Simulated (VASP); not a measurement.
# Ge (Fmmm) in VASP: a series of runs

The runs below take Ge through single point, with PBE.

Everything below comes from runs of VASP 6.6.1. Logs are shortened: lines on timing, memory, paths and dates and some standing lists are left out, and cuts for length are marked.

## (1) The cell of the first run

The structure is orthorhombic, space group Fmmm (No. 69). Conventional cell: a = 5.299 Å, b = 5.789 Å, c = 10.100 Å, α = 90.00°, β = 90.00°, γ = 90.00°. Within 4.0 Å of Ge (site symmetry mm2) lie 16 Ge at 2.71 to 3.92 Å. Ge (site symmetry m2m) has 8 Ge at 2.62 to 3.17 Å within 3.5 Å.

## (2) Single point, PBE

File INCAR:

```
PREC = Accurate ; ENCUT = 520
EDIFF = 1E-7 ; ISMEAR = 0
SIGMA = 0.1 ; LREAL = False
LASPH = True ; NELM = 80
ALGO = Normal ; ISIF = 2
LWAVE = False ; LCHARG = True
GGA = PE ; LELF = True
LVHAR = True ; NBANDS = 36
```

File KPOINTS:

```
Automatic mesh
0
Gamma
  12 12 12
```

File POSCAR:

```
Ge
1.0
    0.0000000000      2.8946752806      5.0502241915
    2.6493471699      0.0000000000      5.0502241915
    2.6493471699      2.8946752806      0.0000000000
Ge
4
Direct
    0.7790109672      0.7790109672      0.2209890328
    0.2209890328      0.2209890328      0.7790109672
    0.2734829782      0.7265170218      0.2734829782
    0.7265170218      0.2734829782      0.7265170218
```

Potentials or basis: VASP PAW PBE potentials, release 64 (Ge_d).

Run with:

```console
$ cat potpaw_PBE.64/Ge_d/POTCAR > POTCAR
$ mpirun -np 1 vasp_std > vasp.out
```

OUTCAR:

```text
PREC = Accurate
   ENCUT = 520
   EDIFF = 1E-7
   ISMEAR = 0
   LREAL = False
   LASPH = True
   NELM = 80
   ISIF = 2
   GGA = PE

 ion  position               nearest neighbor table
   1  0.779  0.779  0.221-   2 2.71   2 2.71   3 2.74   4 2.74
   2  0.221  0.221  0.779-   1 2.71   1 2.71   3 2.74   4 2.74
   3  0.273  0.727  0.273-   4 2.62   4 2.66   4 2.66   2 2.74   1 2.74
   4  0.727  0.273  0.727-   3 2.62   3 2.66   3 2.66   2 2.74   1 2.74

  LATTYP: Found a face centered orthorhombic cell.
 ALAT       =     5.2986943398
 B/A-ratio  =     1.0925994575
 C/A-ratio  =     1.9062145758

  Lattice vectors:

 A1 = (   0.0000000000,   2.8946752806,   5.0502241915)
 A2 = (   2.6493471699,   0.0000000000,   5.0502241915)
 A3 = (   2.6493471699,   2.8946752806,   0.0000000000)

Analysis of symmetry for initial positions (statically):
=====================================================================
 Subroutine PRICEL returns:
 Original cell was already a primitive cell.

 Routine SETGRP: Setting up the symmetry group for a
 face centered orthorhombic supercell.

 Subroutine GETGRP returns: Found  8 space group operations
 (whereof  8 operations were pure point group operations)
 out of a pool of  8 trial point group operations.

The static configuration has the point symmetry D_2h.

Analysis of symmetry for dynamics (positions and initial velocities):
=====================================================================
 Subroutine PRICEL returns:
 Original cell was already a primitive cell.

 Routine SETGRP: Setting up the symmetry group for a
 face centered orthorhombic supercell.

 Subroutine GETGRP returns: Found  8 space group operations
 (whereof  8 operations were pure point group operations)
 out of a pool of  8 trial point group operations.

The dynamic configuration has the point symmetry D_2h.

 Subroutine INISYM returns: Found  8 space group operations
 (whereof  8 operations are pure point group operations),
 and found     1 'primitive' translations

----------------------------------------------------------------------------------------

                                     Primitive cell

  volume of cell :      77.4603

  direct lattice vectors                    reciprocal lattice vectors
     0.000000000  2.894675281  5.050224191    -0.188725738  0.172730946  0.099005506
     2.649347170  0.000000000  5.050224191     0.188725738 -0.172730946  0.099005506
     2.649347170  2.894675281  0.000000000     0.188725738  0.172730946 -0.099005506

  length of vectors
     5.820988693  5.702964563  3.924052167     0.274327312  0.274327312  0.274327312

  position of ions in fractional coordinates (direct lattice)
     0.779010967  0.779010967  0.220989033
     0.220989033  0.220989033  0.779010967
     0.273482978  0.726517022  0.273482978
     0.726517022  0.273482978  0.726517022

  ion indices of the primitive-cell ions
   primitive index   ion index
                 1           1
                 2           2
                 3           3
                 4           4

----------------------------------------------------------------------------------------

 KPOINTS: Automatic mesh

Automatic generation of k-mesh.
 Grid dimensions read from file:
 generate k-points for:   12   12   12

 Generating k-lattice:

  Cartesian coordinates                     Fractional coordinates (reciprocal lattice)
    -0.015727145  0.014394246  0.008250459     0.083333333  0.000000000  0.000000000
     0.015727145 -0.014394246  0.008250459     0.000000000  0.083333333 -0.000000000
     0.015727145  0.014394246 -0.008250459    -0.000000000 -0.000000000  0.083333333

  Length of vectors
     0.022860609  0.022860609  0.022860609

  Shift w.r.t. Gamma in fractional coordinates (k-lattice)
     0.000000000  0.000000000  0.000000000

 Subroutine IBZKPT returns following result:
 ===========================================

 Found    280 irreducible k-points:

 Following reciprocal coordinates:
            Coordinates               Weight
  0.000000  0.000000  0.000000      1.000000
  0.083333  0.000000 -0.000000      8.000000
  0.166667 -0.000000  0.000000      8.000000
  0.250000  0.000000 -0.000000      8.000000
  0.333333 -0.000000 -0.000000      8.000000
  0.416667  0.000000 -0.000000      8.000000
[... 16 lines left out ...]
  0.500000  0.166667 -0.000000      8.000000
 -0.416667  0.166667  0.000000      8.000000
 [... further k-points ...]
   k-points           NKPTS =    280   k-points in BZ     NKDIM =    280   number of bands    NBANDS=     36
   number of dos      NEDOS =    301   number of ions     NIONS =      4
   total plane-waves  NPLWV =  60480
   dimension x,y,z NGX =    48 NGY =   42 NGZ =   30
   dimension x,y,z NGXF=    96 NGYF=   84 NGZF=   60
   ions per type =               4
   NGX,Y,Z   is equivalent  to a cutoff of  13.71, 12.24, 12.71 a.u.
   NGXF,Y,Z  is equivalent  to a cutoff of  27.42, 24.49, 25.42 a.u.
 SYSTEM =  unknown system
   PREC   = accura    normal or accurate (medium, high low for compatibility)
   ISTART =      0    job   : 0-new  1-cont  2-samecut
   ICHARG =      2    charge: 1-file 2-atom 10-const
   ISPIN  =      1    spin polarized calculation?
   LNONCOLLINEAR =      F non collinear calculations
   LSORBIT =      F    spin-orbit coupling
   LASPH  =      T    aspherical Exc in radial PAW
   ENCUT  =  520.0 eV  38.22 Ry    6.18 a.u.  10.82 10.60  7.30*2*pi/ulx,y,z
   NELM   =     80;   NELMIN=  2; NELMDL= -5     # of ELM steps
   EDIFF  = 0.1E-06   stopping-criterion for ELM
   LREAL  =      F    real-space projection
   EDIFFG = 0.1E-05   stopping-criterion for IOM
   NSW    =      0    number of steps for IOM
   IBRION =     -1    ionic relax: 0-MD 1-quasi-New 2-CG
   NFREE  =      0    steps in history (QN), initial steepest desc. (CG)
   ISIF   =      2    stress and relaxation
   ISYM   =      2    0-nonsym 1-usesym 2-fastsym
   POTIM  = 0.5000    time-step for ionic-motion
   TEBEG  =    0.0;   TEEND  =   0.0 temperature during run
   PSTRESS=    0.0 pullay stress
   NELECT =      56.0000    total number of electrons
   NUPDOWN=      -1.0000    fix difference up-down
   EMIN   =  10.00;   EMAX   =-10.00  energy-range for DOS
   EFERMI =   0.00;   METHOD = LEGACY
   ISMEAR =     0;   SIGMA  =   0.10  broadening in eV -4-tet -1-fermi 0-gaus
   EFERMI_NEDOS =   21; number of points for ismear=-14 and -15
   IALGO  =     38    algorithm
   IMIX   =      4    mixing-type and parameters
     AMIX     =   0.40;   BMIX     =  1.00
     AMIX_MAG =   1.60;   BMIX_MAG =  1.00
  volume/ion in A,a.u.               =      19.37       130.68
  Fermi-wavevector in a.u.,A,eV,Ry     =   1.469302  2.776578 29.372912  2.158848
  Thomas-Fermi vector in A             =   2.584696
   LORBIT       =      0    0 simple, 1 ext, 2 COOP (PROOUT), +10 PAW based schemes
   GGA     = PE    functional components
   LHFCALC =     F    Hartree Fock is set to
   AEXX    =    0.0000 exact exchange contribution
   IVDW    =     0    specifies the selected vdW correction
   LEPSILON=     F    determine dielectric tensor
   LRPA    =     F    only Hartree local field effects (RPA)
 non-spin polarized calculation
 Gauss-broadening in eV      SIGMA  =   0.10
  energy-cutoff  :      520.00
  volume of cell :       77.46
 maximum number of plane-waves:      2107
 NGX is ok and might be reduce to    48
   NGX = 21   NGY = 21   NGZ = 15

 number of electron      55.9999985 magnetization

 Free energy of the ion-electron system (eV)
  ---------------------------------------------------
  ext. energy  EPLUGINS =         0.00000000
  ---------------------------------------------------
  free energy    TOTEN  =       -17.12612559 eV

  energy without entropy =      -17.11810561  energy(sigma->0) =      -17.12211560

 E-fermi :   6.3174     XC(G=0): -11.0955

 val. band max:        6.3158031307   @ k =   0.5000  -0.1667   0.3333
 cond. band min:       6.3248028507   @ k =   0.3333  -0.2500   0.1667
 fundamental gap:      0.0089997200
 Fermi energy:         6.3174211038

 k-point     1 :       0.0000    0.0000    0.0000
  band No.  band energies     occupation
      1     -18.4155      2.00000
      2     -18.3815      2.00000
      3     -18.3429      2.00000
      4     -18.3313      2.00000
      5     -18.3309      2.00000
      6     -18.3291      2.00000
[... 28 lines left out ...]
     35      13.4292      0.00000
     36      13.9754      0.00000

 k-point     2 :       0.0833    0.0000   -0.0000
  band No.  band energies     occupation
      1     -18.4115      2.00000
      2     -18.3792      2.00000
      3     -18.3431      2.00000
      4     -18.3327      2.00000
      5     -18.3293      2.00000
      6     -18.3277      2.00000
[... 28 lines left out ...]
     35      13.1666      0.00000
     36      13.8411      0.00000

 k-point     3 :       0.1667   -0.0000    0.0000
  band No.  band energies     occupation
      1     -18.3998      2.00000
      2     -18.3725      2.00000
      3     -18.3450      2.00000
      4     -18.3334      2.00000
      5     -18.3264      2.00000
      6     -18.3223      2.00000
[... 28 lines left out ...]
     35      12.7804      0.00000
     36      13.4485      0.00000
[... 742 lines left out ...]
 k-point    23 :       0.5000    0.1667   -0.0000
  band No.  band energies     occupation
      1     -18.3561      2.00000
      2     -18.3473      2.00000
      3     -18.3452      2.00000
      4     -18.3322      2.00000
      5     -18.3082      2.00000
      6     -18.2955      2.00000
[... 28 lines left out ...]
     35      11.7790      0.00000
     36      11.9858      0.00000

 k-point    24 :      -0.4167    0.1667    0.0000
  band No.  band energies     occupation
      1     -18.3495      2.00000
      2     -18.3429      2.00000
      3     -18.3304      2.00000
      4     -18.3261      2.00000
      5     -18.3051      2.00000
      6     -18.2961      2.00000
[... 28 lines left out ...]
     35      11.3749      0.00000
     36      12.0057      0.00000

 [... further k-points ...]

------------------------ aborting loop because EDIFF is reached ----------------------------------------

  FORCE on cell =-STRESS in cart. coord.  units (eV):
  Direction    XX          YY          ZZ          XY          YZ          ZX
  --------------------------------------------------------------------------------------
  -------------------------------------------------------------------------------------
  Total        0.0030674     -0.0014634      0.0225505     -0.0000000      0.0000000      0.0000000
  in kB        0.0634463     -0.0302694      0.4664311     -0.0000000      0.0000000      0.0000000
  external PRESSURE =       0.1665360 kB  Pullay stress =       0.0000000 kB

 VOLUME and BASIS-vectors are now :
 -----------------------------------------------------------------------------
  energy-cutoff  :      520.00
  volume of cell :       77.46
      direct lattice vectors                 reciprocal lattice vectors
     0.000000000  2.894675281  5.050224191    -0.188725738  0.172730946  0.099005506
     2.649347170  0.000000000  5.050224191     0.188725738 -0.172730946  0.099005506
     2.649347170  2.894675281  0.000000000     0.188725738  0.172730946 -0.099005506

 POSITION                                       TOTAL-FORCE (eV/Angst)
 -----------------------------------------------------------------------------------
      2.64935      2.89468      7.86836        -0.000000      0.000000     -0.004352
      2.64935      2.89468      2.23209        -0.000000      0.000000      0.004352
      2.64935      1.58329      5.05022        -0.000000      0.000887     -0.000000
      2.64935      4.20606      5.05022         0.000000     -0.000887     -0.000000
 -----------------------------------------------------------------------------------
    total drift:                               -0.000000     -0.000000     -0.000000

  FREE ENERGIE OF THE ION-ELECTRON SYSTEM (eV)
  ---------------------------------------------------
  free  energy   TOTEN  =       -17.1261255946 eV

  energy  without entropy=      -17.1181056091  energy(sigma->0) =      -17.12211560
```

Wall time 5.5 min (1 thread of Intel Xeon 6975P-C (Granite Rapids), shared host); peak memory 0.63 GiB.

Results:

```yaml
Free_energy: -17.1261 eV
Pressure: 0.0 GPa
Largest_force: 0.004 eV/Å
Band_gap_on_the_k_mesh: zero (bands 28 and 29 overlap by 3.12 eV)
```

Forces on the atoms (eV/Å):
```
Ge   0.000  0.000 -0.004
Ge   0.000  0.000  0.004
Ge   0.000  0.001  0.000
Ge   0.000 -0.001  0.000
```

Levels at points of the mesh, in eV from the Fermi level:
```tsv
k point	band 24	band 25	band 26	band 27	band 28	band 29	band 30	band 31	band 32	band 33
(0.00, 0.00, 0.00)	-3.86	-3.10	-2.37	-1.95	-1.91	-1.63	3.00	3.67	3.99	6.35
(0.50, 0.00, 0.00)	-7.00	-1.90	-1.54	-0.72	0.72	0.90	1.22	2.25	2.36	3.41
(0.50, 0.50, 0.00)	-4.60	-2.09	-1.88	0.13	0.58	1.19	1.21	2.03	2.64	5.04
(0.50, 0.00, 0.50)	-7.40	-4.50	-4.11	-2.98	-2.54	-1.11	-0.79	3.80	4.83	7.38
(0.00, 0.50, 0.50)	-6.05	-5.69	-5.25	-3.41	-2.10	-1.72	2.98	4.02	4.23	6.13
```

## (3) Single point, PBE (strained)

File INCAR:

```
SYSTEM = Ge
ALGO = Normal
EDIFF = 1E-6
ENCUT = 520
GGA = PE
ISIF = 2
ISMEAR = 0
LASPH = .True.
LCHARG = .True.
LELF = .True.
LREAL = .False.
LVHAR = .True.
LWAVE = .False.
NBANDS = 36
NELM = 100
PREC = Accurate
SIGMA = 0.1
```

File KPOINTS:

```
k-points
0
Gamma
  12 12 12
  0 0 0
```

File POSCAR:

```
Ge
1.0
    0.0000000000      2.7935406070      5.2636100318
    2.5510296856      0.0000000000      5.2636100318
    2.5510296856      2.7935406070      0.0000000000
Ge
4
Direct
    0.7476650101      0.7476650101      0.2523349899
    0.2523349899      0.2523349899      0.7476650101
    0.2822555525      0.7177444475      0.2822555525
    0.7177444475      0.2822555525      0.7177444475
```

Potentials or basis: VASP PAW PBE potentials, release 64 (Ge_d).

Run with:

```console
$ cat potpaw_PBE.64/Ge_d/POTCAR > POTCAR
$ mpirun -np 1 vasp_std > vasp.out
```

Wall time 11 min (1 thread of Intel Xeon Platinum 8488C (Sapphire Rapids), shared host); peak memory 0.63 GiB.

Results (log left out):

```
Free energy            : -16.8212 eV
Pressure               : 4.7 GPa
Largest force          : 0.979 eV/Å
Band gap on the k mesh : zero (bands 28 and 29 overlap by 4.04 eV)
```

Forces in eV/Å, atoms in the order of the input:
```
Ge   0.000  0.000  0.111
Ge   0.000  0.000 -0.111
Ge   0.000 -0.979  0.000
Ge   0.000  0.979  0.000
```

Stress tensor (GPa, compression positive):
```
 8.58  0.00  0.00
 0.00  6.62  0.00
 0.00  0.00 -0.97
```

Levels at points of the mesh, in eV from the Fermi level:
| k point | band 26 | band 27 | band 28 | band 29 | band 30 | band 31 |
| --- | --- | --- | --- | --- | --- | --- |
| (0.00, 0.00, 0.00) | -2.12 | -1.92 | -1.84 | -1.78 | 3.17 | 3.68 |
| (0.50, 0.00, 0.00) | -1.56 | -0.37 | 0.43 | 0.96 | 1.70 | 2.81 |
| (0.50, 0.50, 0.00) | -1.98 | -0.75 | -0.68 | 0.49 | 0.68 | 2.96 |
| (0.50, 0.00, 0.50) | -4.73 | -3.59 | -3.32 | -1.16 | -0.86 | 3.66 |
| (0.00, 0.50, 0.50) | -5.57 | -3.62 | -2.79 | -2.04 | 2.77 | 2.99 |

Caveat: the cell differs from its parent crystal (strained); the cell stands under pressure.
